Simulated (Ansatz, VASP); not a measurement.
# Two plane-wave programs on NaF

```
CELL_PARAMETERS angstrom
0.00000 2.31441 2.31441
2.31441 0.00000 2.31441
2.31441 2.31441 0.00000
ATOMIC_POSITIONS crystal
Na 0.00000 0.00000 0.00000
F 0.50000 0.50000 0.50000
```

Alike in both runs: functional PBEsol; k mesh 8 × 8 × 8; occupations gaussian, width 0.02 eV; no spin polarisation.

Ansatz relaxed the structure, and its values are those at the end. VASP's run is a single point on that final structure, the one shown.

|  | VASP | Ansatz |
| --- | --- | --- |
| version | VASP 6.6.1 | Ansatz 0.2.0 |
| potentials or method | VASP PAW PBE potentials, release 64 (Na_pv, F), cutoff 600 eV | scalar-relativistic, plane waves, PAW |
| valence electrons in the cell | 14 | 16 |

```tsv
	VASP	Ansatz	Ansatz less VASP
gap on the k mesh at the Fermi level (eV)	6.18	6.20	+0.019
least direct gap on the mesh (eV)	6.18	6.20	+0.019
pressure (GPa)	-0.2	0.0	+0.15
```

VASP's potentials were made for PBE, not for PBEsol, and Ansatz warns of the same on its side. The functional is the same, so the differences come from potentials, cutoffs and numerics. VASP's potentials hold 14 valence electrons a cell and Ansatz's 16, so a difference there can come from the potentials and not from the codes.
